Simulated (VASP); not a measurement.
# Ti3HN3 in VASP: a series of runs

Runs on Ti3HN3. Level: PBE. Tasks: relaxation of the atoms.

Program: VASP 6.6.1. These are calculated values, not measurements. Logs are shortened: lines on timing, memory, paths and dates and some standing lists are left out, and cuts for length are marked.

## (1) The cell of the first run

The cell holds a slab with vacuum, 7 atoms: a = 3.003 Å, b = 3.003 Å, c = 19.758 Å, α = 90.00°, β = 90.00°, γ = 90.00°.

## (2) Relaxation of the atoms, PBE

The input, INCAR:

```
PREC = Accurate
ENCUT = 520
EDIFF = 1E-7
ISMEAR = 0
SIGMA = 0.1
LREAL = False
LASPH = True
NELM = 120
ALGO = Normal
ISIF = 2
LWAVE = False
LCHARG = False
LDIPOL = True
IDIPOL = 3
DIPOL = 0.5 0.5 0.330
GGA = PE
IBRION = 2
NSW = 36
EDIFFG = -0.025
GGA_COMPAT = False
NELMIN = 4
NELMDL = -8
```

The input, KPOINTS:

```
regular mesh
0
Gamma
  9 9 1
```

The input, POSCAR:

```
Ti3HN3
1.0
    3.0028555063      0.0000000000      0.0000000000
    0.0000000000      3.0028555063      0.0000000000
    0.0000000000      0.0000000000     19.7584944394
Ti N H
3 3 1
Selective dynamics
Direct
    0.5000000000      0.5000000000      0.2024445745  F F F
    0.0000000000      0.0000000000      0.3072496205  F F F
    0.5000000000      0.5000000000      0.4076776406  F F F
    0.0000000000      0.0000000000      0.2024445745  F F F
    0.5000000000      0.5000000000      0.3055678855  F F F
    0.0000000000      0.0000000000      0.4179718482  F F F
    0.0000000000      0.0000000000      0.4695952148  F F T
```

Potentials or basis: VASP PAW PBE potentials, release 64 (Ti_sv, N, H).

Run with:

```sh
$ cat potpaw_PBE.64/Ti_sv/POTCAR potpaw_PBE.64/N/POTCAR potpaw_PBE.64/H/POTCAR > POTCAR
$ mpirun -np 1 vasp_std > vasp.out
```

OUTCAR:

```text
PREC = Accurate
   ENCUT = 520
   EDIFF = 1E-7
   ISMEAR = 0
   LREAL = False
   LASPH = True
   NELM = 120
   ISIF = 2
   GGA = PE
   IBRION = 2
   NSW = 36
   EDIFFG = -0.025
   NELMIN = 4
   NELMDL = -8

 ion  position               nearest neighbor table
   1  0.500  0.500  0.202-   5 2.04   4 2.12   4 2.12   4 2.12   4 2.12
   2  0.000  0.000  0.307-   4 2.07   5 2.12   5 2.12   5 2.12   5 2.12   6 2.19   3 2.91   3 2.91
                             3 2.91   3 2.91
   3  0.500  0.500  0.408-   5 2.02   6 2.13   6 2.13   6 2.13   6 2.13   2 2.91   2 2.91   2 2.91
                             2 2.91
   4  0.000  0.000  0.202-   2 2.07   1 2.12   1 2.12   1 2.12   1 2.12
   5  0.500  0.500  0.306-   3 2.02   1 2.04   2 2.12   2 2.12   2 2.12   2 2.12
   6  0.000  0.000  0.418-   7 1.02   3 2.13   3 2.13   3 2.13   3 2.13   2 2.19
   7  0.000  0.000  0.470-   6 1.02

  LATTYP: Found a simple tetragonal cell.
 ALAT       =     3.0028555063
 C/A-ratio  =     6.5799018294

  Lattice vectors:

 A1 = (   3.0028555063,   0.0000000000,   0.0000000000)
 A2 = (   0.0000000000,   3.0028555063,   0.0000000000)
 A3 = (   0.0000000000,   0.0000000000,  19.7584944394)

Analysis of symmetry for initial positions (statically):
=====================================================================
 Subroutine PRICEL returns:
 Original cell was already a primitive cell.

 Routine SETGRP: Setting up the symmetry group for a
 simple tetragonal supercell.

 Subroutine GETGRP returns: Found  8 space group operations
 (whereof  8 operations were pure point group operations)
 out of a pool of 16 trial point group operations.

The static configuration has the point symmetry C_4v.

Analysis of symmetry for dynamics (positions and initial velocities):
=====================================================================
 Subroutine PRICEL returns:
 Original cell was already a primitive cell.

 Routine SETGRP: Setting up the symmetry group for a
 simple tetragonal supercell.

 Subroutine GETGRP returns: Found  8 space group operations
 (whereof  8 operations were pure point group operations)
 out of a pool of 16 trial point group operations.

The dynamic configuration has the point symmetry C_4v.

Analysis of constrained symmetry for selective dynamics:
=====================================================================
 Subroutine PRICEL returns:
 Original cell was already a primitive cell.

 Routine SETGRP: Setting up the symmetry group for a
 simple tetragonal supercell.

 Subroutine GETGRP returns: Found  8 space group operations
 (whereof  8 operations were pure point group operations)
 out of a pool of 16 trial point group operations.

The constrained configuration has the point symmetry C_4v.

 Subroutine INISYM returns: Found  8 space group operations
 (whereof  8 operations are pure point group operations),
 and found     1 'primitive' translations

----------------------------------------------------------------------------------------

                                     Primitive cell

  volume of cell :     178.1651

  direct lattice vectors                    reciprocal lattice vectors
     3.002855506  0.000000000  0.000000000     0.333016357  0.000000000  0.000000000
     0.000000000  3.002855506  0.000000000     0.000000000  0.333016357  0.000000000
     0.000000000  0.000000000 19.758494439     0.000000000  0.000000000  0.050611144

  length of vectors
     3.002855506  3.002855506 19.758494439     0.333016357  0.333016357  0.050611144

  position of ions in fractional coordinates (direct lattice)
     0.500000000  0.500000000  0.202444574
     0.000000000  0.000000000  0.307249621
     0.500000000  0.500000000  0.407677641
     0.000000000  0.000000000  0.202444574
     0.500000000  0.500000000  0.305567885
     0.000000000  0.000000000  0.417971848
     0.000000000  0.000000000  0.469595215

  ion indices of the primitive-cell ions
   primitive index   ion index
                 1           1
                 2           2
                 3           3
                 4           4
                 5           5
                 6           6
[... 21 lines left out ...]
     0.000000000  0.000000000  0.000000000

 Subroutine IBZKPT returns following result:
 ===========================================

 Found     15 irreducible k-points:

 Following reciprocal coordinates:
            Coordinates               Weight
  0.000000  0.000000  0.000000      1.000000
  0.111111  0.000000  0.000000      4.000000
  0.222222  0.000000  0.000000      4.000000
  0.333333  0.000000  0.000000      4.000000
  0.444444  0.000000  0.000000      4.000000
  0.111111  0.111111  0.000000      4.000000
  0.222222  0.111111  0.000000      8.000000
  0.333333  0.111111  0.000000      8.000000
  0.444444  0.111111  0.000000      8.000000
  0.222222  0.222222  0.000000      4.000000
  0.333333  0.222222  0.000000      8.000000
  0.444444  0.222222  0.000000      8.000000
  0.333333  0.333333  0.000000      4.000000
  0.444444  0.333333  0.000000      8.000000
  0.444444  0.444444  0.000000      4.000000
   k-points           NKPTS =     15   k-points in BZ     NKDIM =     15   number of bands    NBANDS=     31
   number of dos      NEDOS =    301   number of ions     NIONS =      7
   total plane-waves  NPLWV =  86400
   dimension x,y,z NGX =    24 NGY =   24 NGZ =  150
   dimension x,y,z NGXF=    48 NGYF=   48 NGZF=  300
   ions per type =               3   3   1
   NGX,Y,Z   is equivalent  to a cutoff of  13.29, 13.29, 12.62 a.u.
   NGXF,Y,Z  is equivalent  to a cutoff of  26.57, 26.57, 25.24 a.u.
 SYSTEM =  unknown system
   PREC   = accura    normal or accurate (medium, high low for compatibility)
   ISTART =      0    job   : 0-new  1-cont  2-samecut
   ICHARG =      2    charge: 1-file 2-atom 10-const
   ISPIN  =      1    spin polarized calculation?
   LNONCOLLINEAR =      F non collinear calculations
   LSORBIT =      F    spin-orbit coupling
   LASPH  =      T    aspherical Exc in radial PAW
   ENCUT  =  520.0 eV  38.22 Ry    6.18 a.u.   5.58  5.58 36.74*2*pi/ulx,y,z
   NELM   =    120;   NELMIN=  4; NELMDL= -8     # of ELM steps
   EDIFF  = 0.1E-06   stopping-criterion for ELM
   LREAL  =      F    real-space projection
   EDIFFG = -.3E-01   stopping-criterion for IOM
   NSW    =     36    number of steps for IOM
   IBRION =      2    ionic relax: 0-MD 1-quasi-New 2-CG
   NFREE  =      1    steps in history (QN), initial steepest desc. (CG)
   ISIF   =      2    stress and relaxation
   ISYM   =      2    0-nonsym 1-usesym 2-fastsym
   POTIM  = 0.5000    time-step for ionic-motion
   TEBEG  =    0.0;   TEEND  =   0.0 temperature during run
   PSTRESS=    0.0 pullay stress
   NELECT =      52.0000    total number of electrons
   NUPDOWN=      -1.0000    fix difference up-down
   EMIN   =  10.00;   EMAX   =-10.00  energy-range for DOS
   EFERMI =   0.00;   METHOD = LEGACY
   ISMEAR =     0;   SIGMA  =   0.10  broadening in eV -4-tet -1-fermi 0-gaus
   EFERMI_NEDOS =   21; number of points for ismear=-14 and -15
   IALGO  =     38    algorithm
   IMIX   =      4    mixing-type and parameters
     AMIX     =   0.40;   BMIX     =  1.00
     AMIX_MAG =   1.60;   BMIX_MAG =  1.00
  volume/ion in A,a.u.               =      25.45       171.76
  Fermi-wavevector in a.u.,A,eV,Ry     =   1.085930  2.052110 16.044579  1.179243
  Thomas-Fermi vector in A             =   2.222055
   LORBIT       =      0    0 simple, 1 ext, 2 COOP (PROOUT), +10 PAW based schemes
   GGA     = PE    functional components
   LHFCALC =     F    Hartree Fock is set to
   AEXX    =    0.0000 exact exchange contribution
   IVDW    =     0    specifies the selected vdW correction
   LEPSILON=     F    determine dielectric tensor
   LRPA    =     F    only Hartree local field effects (RPA)
 conjugate gradient relaxation of ions
 non-spin polarized calculation
 Gauss-broadening in eV      SIGMA  =   0.10
  energy-cutoff  :      520.00
  volume of cell :      178.17
 maximum number of plane-waves:      4826
 NGX is ok and might be reduce to    24
   NGX = 11   NGY = 11   NGZ = 73

 dipolmoment           0.000000      0.000000     -0.008685 electrons x Angstroem

--------------------------------------- Ionic step        1  -------------------------------------------

 number of electron      52.0000000 magnetization

 Free energy of the ion-electron system (eV)
  ---------------------------------------------------
  ext. energy  EPLUGINS =         0.00000000
  ---------------------------------------------------
  free energy    TOTEN  =       -59.75184459 eV

  energy without entropy =      -59.73737093  energy(sigma->0) =      -59.74460776

------------------------ aborting loop because EDIFF is reached ----------------------------------------

 vacuum level on the upper side and lower side of the slab       (xc-potential included)        -0.001        -0.516

  FORCE on cell =-STRESS in cart. coord.  units (eV):
  Direction    XX          YY          ZZ          XY          YZ          ZX
  --------------------------------------------------------------------------------------
  -------------------------------------------------------------------------------------
  Total       -0.5299367     -0.5299367      1.9356215      0.0000000      0.0000000      0.0000000
  in kB       -4.7655376     -4.7655376     17.4063732      0.0000000      0.0000000      0.0000000
  external PRESSURE =       2.6250993 kB  Pullay stress =       0.0000000 kB
[... 69 lines left out ...]
--------------------------------------- Ionic step        3  -------------------------------------------

 number of electron      52.0000000 magnetization

 dipolmoment           0.000000      0.000000      0.027357 electrons x Angstroem

 Free energy of the ion-electron system (eV)
  ---------------------------------------------------
  ext. energy  EPLUGINS =         0.00000000
  ---------------------------------------------------
  free energy    TOTEN  =       -59.78320100 eV

  energy without entropy =      -59.76924540  energy(sigma->0) =      -59.77622320

 E-fermi :   2.0179     XC(G=0):  -5.4163

 val. band max:        1.9873742839   @ k =   0.1111   0.0000   0.0000
 cond. band min:       2.0806298756   @ k =   0.4444   0.0000   0.0000
 fundamental gap:      0.0932555917
 Fermi energy:         2.0178804097

 k-point     1 :       0.0000    0.0000    0.0000
  band No.  band energies     occupation
      1     -55.9913      2.00000
      2     -55.7274      2.00000
      3     -55.5574      2.00000
      4     -32.4521      2.00000
      5     -32.1340      2.00000
      6     -32.0681      2.00000
[... 499 lines left out ...]
     30       4.1840      0.00000
     31       4.2334      0.00000

------------------------ aborting loop because EDIFF is reached ----------------------------------------

 vacuum level on the upper side and lower side of the slab       (xc-potential included)         0.048        -0.507

  FORCE on cell =-STRESS in cart. coord.  units (eV):
  Direction    XX          YY          ZZ          XY          YZ          ZX
  --------------------------------------------------------------------------------------
  -------------------------------------------------------------------------------------
  Total       -0.7118101     -0.7118101      0.4973234      0.0000000      0.0000000     -0.0000000
  in kB       -6.4010619     -6.4010619      4.4722575      0.0000000      0.0000000     -0.0000000
  external PRESSURE =      -2.7766221 kB  Pullay stress =       0.0000000 kB
[... 22 lines left out ...]
  FREE ENERGIE OF THE ION-ELECTRON SYSTEM (eV)
  ---------------------------------------------------
  free  energy   TOTEN  =       -59.7832010050 eV

  energy  without entropy=      -59.7692454001  energy(sigma->0) =      -59.77622320

 reached required accuracy - stopping structural energy minimisation

 vacuum level on the upper side and lower side of the slab         4.917         4.348
```

Run time: 5.8 min. Hardware: 1 thread of Intel Xeon Platinum 8259CL at 2.50GHz (Skylake/Cascade Lake), shared host; peak memory 0.32 GiB.

Results:

```yaml
Free_energy: -59.7832 eV
Energy_gained_by_relaxing: 4.5 meV/atom
Ionic_steps: 3
Band_gap_on_the_k_mesh: zero (bands 26 and 27 overlap by 1.57 eV)
```

The path:
| step | energy change (eV) | largest force on free atoms (eV/Å) | pressure (GPa) |
| --- | --- | --- | --- |
| 1 | 0.0000 | 1.4754 | 0.26 |
| 2 | -0.0225 | 0.6504 | -0.55 |
| 3 | -0.0314 | 0.0023 | -0.28 |

Final structure:
```
Ti N H
1.0
     3.00286    0.00000    0.00000
     0.00000    3.00286    0.00000
     0.00000    0.00000   19.75849
Ti N H
3 3 1
Direct
  0.50000 0.50000 0.20244
  0.00000 0.00000 0.30725
  0.50000 0.50000 0.40768
  0.00000 0.00000 0.20244
  0.50000 0.50000 0.30557
  0.00000 0.00000 0.41797
  0.00000 0.00000 0.47187
```

Levels at points of the mesh, in eV from the Fermi level:
```tsv
k point	band 24	band 25	band 26	band 27	band 28	band 29
(0.00, 0.00, 0.00)	-2.37	-2.37	-1.93	-0.87	-0.59	-0.06
```

## (3) Relaxation of the atoms, PBE

The input, INCAR:

```
SYSTEM = Ti3HN3
PREC = Accurate
ENCUT = 520
EDIFF = 1E-6
ISMEAR = 0
SIGMA = 0.1
LREAL = .FALSE.
LASPH = .TRUE.
NELM = 80
ALGO = Normal
ISIF = 2
LWAVE = .FALSE.
LCHARG = .FALSE.
LDIPOL = .TRUE.
IDIPOL = 3
DIPOL = 0.5 0.5 0.330
GGA = PE
IBRION = 2
NSW = 36
EDIFFG = -0.025
```

The input, KPOINTS:

```
regular mesh
0
G
  9 9 1
  0 0 0
```

The input, POSCAR:

```
Ti3HN3
1.0
    3.0028555065      0.0000000000      0.0000000000
    0.0000000000      3.0028555065      0.0000000000
    0.0000000000      0.0000000000     19.7584945265
Ti N H
3 3 1
Selective dynamics
Direct
    0.5000000000      0.5000000000      0.2024445736  F F F
    0.0000000000      0.0000000000      0.3072496201  F F F
    0.5000000000      0.5000000000      0.4076776418  F F F
    0.0000000000      0.0000000000      0.2024445736  F F F
    0.5000000000      0.5000000000      0.3055678856  F F F
    0.0000000000      0.0000000000      0.4179718508  F F F
    0.0000000000      0.0000000000      0.4695952171  F F T
```

Potentials or basis: VASP PAW PBE potentials, release 64 (Ti_sv, N, H).

Run with:

```sh
$ cat potpaw_PBE.64/Ti_sv/POTCAR potpaw_PBE.64/N/POTCAR potpaw_PBE.64/H/POTCAR > POTCAR
$ mpirun -np 1 vasp_std > vasp.out
```

Wall time 3.8 min (1 thread of Intel Xeon Platinum 8488C (Sapphire Rapids), shared host); peak memory 0.32 GiB.

It converged, with:

* Free energy: -59.7832 eV
* Energy gained by relaxing: 4.5 meV/atom
* Ionic steps: 3
* Band gap on the k mesh: zero (bands 26 and 27 overlap by 1.57 eV)

Step by step:
```
step  energy change (eV)  largest force on free atoms (eV/Å)  pressure (GPa)
   1              0.0000                              1.4753            0.26
   2             -0.0225                              0.6504           -0.55
   3             -0.0314                              0.0032           -0.28
```

Final structure:
```
CELL_PARAMETERS angstrom
3.00286 0.00000 0.00000
0.00000 3.00286 0.00000
0.00000 0.00000 19.75849
ATOMIC_POSITIONS crystal
Ti 0.50000 0.50000 0.20244
Ti 0.00000 0.00000 0.30725
Ti 0.50000 0.50000 0.40768
N 0.00000 0.00000 0.20244
N 0.50000 0.50000 0.30557
N 0.00000 0.00000 0.41797
H 0.00000 0.00000 0.47187
```

Levels at points of the mesh, in eV from the Fermi level:
```csv
k point,band 22,band 23,band 24,band 25,band 26,band 27,band 28,band 29,band 30,band 31
"(0.00, 0.00, 0.00)",-3.46,-2.93,-2.37,-2.37,-1.93,-0.87,-0.59,-0.06,-0.06,0.58
```
